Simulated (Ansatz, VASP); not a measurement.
# MoS in VASP and in Ansatz

```
Mo S
1.0
     2.96984    0.00000    0.00000
     0.00000    2.96984    0.00000
     0.00000    0.00000    2.96984
Mo S
1 1
Direct
  0.00000 0.00000 0.00000
  0.50000 0.50000 0.50000
```

Alike in both runs: task relaxation of cell and atoms; functional PBEsol; k mesh 14 × 14 × 14; occupations gaussian, width 0.1 eV; no spin polarisation.

|  | VASP | Ansatz |
| --- | --- | --- |
| version | VASP 6.6.1 | Ansatz 0.2.0 |
| potentials or method | VASP PAW PBE potentials, release 64 (Mo_sv, S), cutoff 600 eV | scalar-relativistic, plane waves, PAW |
| valence electrons in the cell | 20 | 20 |

Ansatz gave:

* gap on the k mesh at the Fermi level, each at its own relaxed structure (eV): none
* relaxed volume (Å³/atom): 13.11
* relaxed length of the cell vector where the two differ most in proportion (Å): 2.971

Question: What did VASP give for the same quantities?

Answer: gap on the k mesh at the Fermi level, each at its own relaxed structure (eV): none; relaxed volume (Å³/atom): 13.13; relaxed length of the cell vector where the two differ most in proportion (Å): 2.972.

VASP's potentials were made for PBE, not for PBEsol. A gap of «none» marks a metal or a gap that the smearing closes.
